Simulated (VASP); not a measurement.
# MgO (vib) (P6_3mc) in VASP: notebook

The runs below take MgO (vib) through single point, with LDA.

Everything below comes from runs of VASP 6.6.1. Logs are shortened: lines on timing, memory, paths and dates and some standing lists are left out, and cuts for length are marked.

## (1) The cell of the first run

The structure is hexagonal, space group P6_3mc (No. 186). Conventional cell: a = 3.308 Å, b = 3.308 Å, c = 4.983 Å, α = 90.00°, β = 90.00°, γ = 120.00°. Mg (site symmetry 3m) has 4 O at 1.97 to 1.99 Å within 2.6 Å. O (site symmetry 3m) has 4 Mg at 1.97 to 1.99 Å within 2.6 Å.

## (2) Single point, LDA

INCAR reads:

```
SYSTEM = MgO
PREC     = Accurate       ! precision mode
ENCUT    = 600            ! plane-wave cutoff, eV
EDIFF    = 1E-6           ! SCF threshold, eV
ISMEAR   = 0              ! smearing method
SIGMA    = 0.1            ! smearing width, eV
LREAL    = .False.        ! projectors in reciprocal space
LASPH    = .True.         ! aspherical terms in the spheres
NELM     = 120            ! most SCF steps
ALGO     = Normal         ! electronic algorithm
ISIF     = 2              ! what is computed and relaxed
LWAVE    = .False.        ! write WAVECAR
LCHARG   = .False.        ! write CHGCAR
GGA      = CA             ! functional
NBANDS   = 16             ! bands
GGA_COMPAT= .False.
```

KPOINTS reads:

```
Automatic mesh
0
Gamma
  6 6 4
  0 0 0
```

POSCAR reads:

```
MgO
1.0
    3.3077869900      0.0000000000      0.0000000000
   -1.6538934900      2.8646275600      0.0000000000
    0.0000000000      0.0000000000      4.9828816700
Mg O
2 2
Direct
    0.3333333300      0.6666666700      0.0021597400
    0.6666666700      0.3333333300      0.5021597400
    0.3333333300      0.6666666700      0.4024402600
    0.6666666700      0.3333333300      0.9024402600
```

Potentials or basis: VASP PAW LDA potentials, release 64 (Mg, O).

Started as:

```
$ cat potpaw_LDA.64/Mg/POTCAR potpaw_LDA.64/O/POTCAR > POTCAR
$ mpirun -np 1 vasp_std > vasp.out
```

OUTCAR:

```text
SYSTEM = MgO
   PREC = Accurate
   ENCUT = 600
   EDIFF = 1E-6
   ISMEAR = 0
   LREAL = .False.
   LASPH = .True.
   NELM = 120
   ISIF = 2
   GGA = CA

 ion  position               nearest neighbor table
   1  0.333  0.667  0.002-   4 1.97   4 1.97   4 1.97   3 1.99   2 3.14   2 3.14   2 3.14   2 3.14
                             2 3.14   2 3.14
   2  0.667  0.333  0.502-   3 1.97   3 1.97   3 1.97   4 1.99   1 3.14   1 3.14   1 3.14   1 3.14
                             1 3.14   1 3.14
   3  0.333  0.667  0.402-   2 1.97   2 1.97   2 1.97   1 1.99
   4  0.667  0.333  0.902-   1 1.97   1 1.97   1 1.97   2 1.99

  LATTYP: Found a hexagonal cell.
 ALAT       =     3.3077869900
 C/A-ratio  =     1.5064094771

  Lattice vectors:

 A1 = (   3.3077869900,   0.0000000000,   0.0000000000)
 A2 = (  -1.6538934900,   2.8646275600,   0.0000000000)
 A3 = (   0.0000000000,   0.0000000000,   4.9828816700)

Analysis of symmetry for initial positions (statically):
=====================================================================
 Subroutine PRICEL returns:
 Original cell was already a primitive cell.

 Routine SETGRP: Setting up the symmetry group for a
 hexagonal supercell.

 Subroutine GETGRP returns: Found 12 space group operations
 (whereof  6 operations were pure point group operations)
 out of a pool of 24 trial point group operations.

The static configuration has the point symmetry C_3v.
 The point group associated with its full space group is C_6v.

Analysis of symmetry for dynamics (positions and initial velocities):
=====================================================================
 Subroutine PRICEL returns:
 Original cell was already a primitive cell.

 Routine SETGRP: Setting up the symmetry group for a
 hexagonal supercell.

 Subroutine GETGRP returns: Found 12 space group operations
 (whereof  6 operations were pure point group operations)
 out of a pool of 24 trial point group operations.

The dynamic configuration has the point symmetry C_3v.
 The point group associated with its full space group is C_6v.

 Subroutine INISYM returns: Found 12 space group operations
 (whereof  6 operations are pure point group operations),
 and found     1 'primitive' translations

----------------------------------------------------------------------------------------

                                     Primitive cell

  volume of cell :      47.2157

  direct lattice vectors                    reciprocal lattice vectors
     3.307786990  0.000000000  0.000000000     0.302316928  0.174542759  0.000000000
    -1.653893490  2.864627560  0.000000000     0.000000000  0.349085520  0.000000000
     0.000000000  0.000000000  4.982881670     0.000000000  0.000000000  0.200687086

  length of vectors
     3.307786990  3.307786984  4.982881670     0.349085519  0.349085520  0.200687086

  position of ions in fractional coordinates (direct lattice)
     0.333333330  0.666666670  0.002159740
     0.666666670  0.333333330  0.502159740
     0.333333330  0.666666670  0.402440260
     0.666666670  0.333333330  0.902440260

  ion indices of the primitive-cell ions
   primitive index   ion index
                 1           1
                 2           2
                 3           3
                 4           4

----------------------------------------------------------------------------------------

 KPOINTS: Automatic mesh

Automatic generation of k-mesh.
 Grid dimensions read from file:
 generate k-points for:    6    6    4

 Generating k-lattice:

  Cartesian coordinates                     Fractional coordinates (reciprocal lattice)
     0.050386155  0.029090460  0.000000000     0.166666667 -0.000000000  0.000000000
     0.000000000  0.058180920  0.000000000     0.000000000  0.166666667  0.000000000
     0.000000000  0.000000000  0.050171771     0.000000000  0.000000000  0.250000000

  Length of vectors
     0.058180920  0.058180920  0.050171771

  Shift w.r.t. Gamma in fractional coordinates (k-lattice)
     0.000000000  0.000000000  0.000000000

 Subroutine IBZKPT returns following result:
 ===========================================

 Found     21 irreducible k-points:

 Following reciprocal coordinates:
            Coordinates               Weight
  0.000000  0.000000  0.000000      1.000000
  0.166667  0.000000  0.000000      6.000000
  0.333333  0.000000  0.000000      6.000000
  0.500000  0.000000  0.000000      3.000000
  0.166667  0.166667  0.000000      6.000000
  0.333333  0.166667  0.000000     12.000000
[... 13 lines left out ...]
  0.333333  0.166667  0.500000     12.000000
  0.333333  0.333333  0.500000      2.000000
   k-points           NKPTS =     21   k-points in BZ     NKDIM =     21   number of bands    NBANDS=     16
   number of dos      NEDOS =    301   number of ions     NIONS =      4
   total plane-waves  NPLWV =  31360
   dimension x,y,z NGX =    28 NGY =   28 NGZ =   40
   dimension x,y,z NGXF=    56 NGYF=   56 NGZF=   80
   ions per type =               2   2
   NGX,Y,Z   is equivalent  to a cutoff of  14.07, 14.07, 13.35 a.u.
   NGXF,Y,Z  is equivalent  to a cutoff of  28.15, 28.15, 26.69 a.u.
 SYSTEM =  MgO
   PREC   = accura    normal or accurate (medium, high low for compatibility)
   ISTART =      0    job   : 0-new  1-cont  2-samecut
   ICHARG =      2    charge: 1-file 2-atom 10-const
   ISPIN  =      1    spin polarized calculation?
   LNONCOLLINEAR =      F non collinear calculations
   LSORBIT =      F    spin-orbit coupling
   LASPH  =      T    aspherical Exc in radial PAW
   ENCUT  =  600.0 eV  44.10 Ry    6.64 a.u.   6.61  6.61  9.95*2*pi/ulx,y,z
   NELM   =    120;   NELMIN=  2; NELMDL= -5     # of ELM steps
   EDIFF  = 0.1E-05   stopping-criterion for ELM
   LREAL  =      F    real-space projection
   EDIFFG = 0.1E-04   stopping-criterion for IOM
   NSW    =      0    number of steps for IOM
   IBRION =     -1    ionic relax: 0-MD 1-quasi-New 2-CG
   NFREE  =      0    steps in history (QN), initial steepest desc. (CG)
   ISIF   =      2    stress and relaxation
   ISYM   =      2    0-nonsym 1-usesym 2-fastsym
   POTIM  = 0.5000    time-step for ionic-motion
   TEBEG  =    0.0;   TEEND  =   0.0 temperature during run
   PSTRESS=    0.0 pullay stress
   NELECT =      16.0000    total number of electrons
   NUPDOWN=      -1.0000    fix difference up-down
   EMIN   =  10.00;   EMAX   =-10.00  energy-range for DOS
   EFERMI =   0.00;   METHOD = LEGACY
   ISMEAR =     0;   SIGMA  =   0.10  broadening in eV -4-tet -1-fermi 0-gaus
   EFERMI_NEDOS =   21; number of points for ismear=-14 and -15
   IALGO  =     38    algorithm
   IMIX   =      4    mixing-type and parameters
     AMIX     =   0.40;   BMIX     =  1.00
     AMIX_MAG =   1.60;   BMIX_MAG =  1.00
  volume/ion in A,a.u.               =      11.80        79.66
  Fermi-wavevector in a.u.,A,eV,Ry     =   1.141351  2.156842 17.724080  1.302683
  Thomas-Fermi vector in A             =   2.278052
   LORBIT       =      0    0 simple, 1 ext, 2 COOP (PROOUT), +10 PAW based schemes
   GGA     = CA    functional components
   LHFCALC =     F    Hartree Fock is set to
   AEXX    =    0.0000 exact exchange contribution
   IVDW    =     0    specifies the selected vdW correction
   LEPSILON=     F    determine dielectric tensor
   LRPA    =     F    only Hartree local field effects (RPA)
 non-spin polarized calculation
 Gauss-broadening in eV      SIGMA  =   0.10
  energy-cutoff  :      600.00
  volume of cell :       47.22
 maximum number of plane-waves:      1610
 NGX is ok and might be reduce to    28
   NGX = 13   NGY = 13   NGZ = 19

 number of electron      15.9999997 magnetization

 Free energy of the ion-electron system (eV)
  ---------------------------------------------------
  ext. energy  EPLUGINS =         0.00000000
  ---------------------------------------------------
  free energy    TOTEN  =       -26.23434839 eV

  energy without entropy =      -26.23434839  energy(sigma->0) =      -26.23434839

 E-fermi :   1.2695     XC(G=0): -10.2704

 val. band max:        0.8225964928   @ k =   0.0000   0.0000   0.0000
 cond. band min:       4.1810089498   @ k =   0.0000   0.0000   0.0000
 fundamental gap:      3.3584124570
 Fermi energy:         1.2694575710

 k-point     1 :       0.0000    0.0000    0.0000
  band No.  band energies     occupation
      1     -15.1589      2.00000
      2     -14.2997      2.00000
      3      -2.5287      2.00000
      4       0.0226      2.00000
      5       0.0226      2.00000
      6       0.3709      2.00000
[... 8 lines left out ...]
     15      16.9557      0.00000
     16      16.9557      0.00000

 k-point     2 :       0.1667    0.0000    0.0000
  band No.  band energies     occupation
      1     -15.0180      2.00000
      2     -14.2557      2.00000
      3      -2.2616      2.00000
      4      -0.6637      2.00000
      5      -0.2903      2.00000
      6      -0.1442      2.00000
[... 8 lines left out ...]
     15      16.0665      0.00000
     16      16.3760      0.00000

 k-point     3 :       0.3333    0.0000    0.0000
  band No.  band energies     occupation
      1     -14.6932      2.00000
      2     -14.1961      2.00000
      3      -1.8717      2.00000
      4      -1.5611      2.00000
      5      -1.0721      2.00000
      6      -0.4056      2.00000
[... 8 lines left out ...]
     15      14.9242      0.00000
     16      16.1169      0.00000

 k-point     4 :       0.5000    0.0000    0.0000
  band No.  band energies     occupation
      1     -14.4756      2.00000
      2     -14.2132      2.00000
      3      -2.3567      2.00000
      4      -1.4230      2.00000
      5      -0.9757      2.00000
      6      -0.5189      2.00000
[... 8 lines left out ...]
     15      14.6138      0.00000
     16      16.4773      0.00000
[... 267 lines left out ...]
 k-point    19 :       0.1667    0.1667    0.5000
  band No.  band energies     occupation
      1     -14.4956      2.00000
      2     -14.4956      2.00000
      3      -1.8482      2.00000
      4      -1.8482      2.00000
      5      -0.2778      2.00000
      6      -0.2778      2.00000
[... 8 lines left out ...]
     15      15.7199      0.00000
     16      15.7199      0.00000

 k-point    20 :       0.3333    0.1667    0.5000
  band No.  band energies     occupation
      1     -14.3367      2.00000
      2     -14.3367      2.00000
      3      -2.1651      2.00000
      4      -2.1651      2.00000
      5      -0.6863      2.00000
      6      -0.6863      2.00000
[... 8 lines left out ...]
     15      16.0269      0.00000
     16      16.0269      0.00000

 k-point    21 :       0.3333    0.3333    0.5000
  band No.  band energies     occupation
      1     -14.2838      2.00000
      2     -14.2838      2.00000
      3      -1.8786      2.00000
      4      -1.8786      2.00000
      5      -1.3469      2.00000
      6      -1.3469      2.00000
[... 8 lines left out ...]
     15      16.5272      0.00000
     16      16.5272      0.00000

------------------------ aborting loop because EDIFF is reached ----------------------------------------

  FORCE on cell =-STRESS in cart. coord.  units (eV):
  Direction    XX          YY          ZZ          XY          YZ          ZX
  --------------------------------------------------------------------------------------
  -------------------------------------------------------------------------------------
  Total       -1.7163492     -1.7163492     -1.5078225     -0.0000000      0.0000000      0.0000000
  in kB      -58.2411514    -58.2411513    -51.1651811     -0.0000001      0.0000000      0.0000000
  external PRESSURE =     -55.8824946 kB  Pullay stress =       0.0000000 kB

 VOLUME and BASIS-vectors are now :
 -----------------------------------------------------------------------------
  energy-cutoff  :      600.00
  volume of cell :       47.22
      direct lattice vectors                 reciprocal lattice vectors
     3.307786990  0.000000000  0.000000000     0.302316928  0.174542759  0.000000000
    -1.653893490  2.864627560  0.000000000     0.000000000  0.349085520  0.000000000
     0.000000000  0.000000000  4.982881670     0.000000000  0.000000000  0.200687086

 POSITION                                       TOTAL-FORCE (eV/Angst)
 -----------------------------------------------------------------------------------
     -0.00000      1.90975      0.01076        -0.000000      0.000000      0.048396
      1.65389      0.95488      2.50220        -0.000000     -0.000000      0.048396
     -0.00000      1.90975      2.00531        -0.000000      0.000000     -0.048396
      1.65389      0.95488      4.49675         0.000000     -0.000000     -0.048396
 -----------------------------------------------------------------------------------
    total drift:                               -0.000017      0.000009      0.001577

  FREE ENERGIE OF THE ION-ELECTRON SYSTEM (eV)
  ---------------------------------------------------
  free  energy   TOTEN  =       -26.2343483937 eV

  energy  without entropy=      -26.2343483937  energy(sigma->0) =      -26.23434839
```

Run time: 9.2 s. Hardware: 1 thread of Intel Xeon Platinum 8488C (Sapphire Rapids), shared host; peak memory 0.16 GiB.

Results:

- Free energy: -26.2343 eV
- Pressure: -5.6 GPa
- Largest force: 0.048 eV/Å
- Band gap on the k mesh: 3.36 eV, direct

Forces in eV/Å, atoms in the order of the input:
```
Mg   0.000  0.000  0.048
Mg   0.000  0.000  0.048
O    0.000  0.000 -0.048
O    0.000  0.000 -0.048
```

(Part 1 of 2 ends here.)
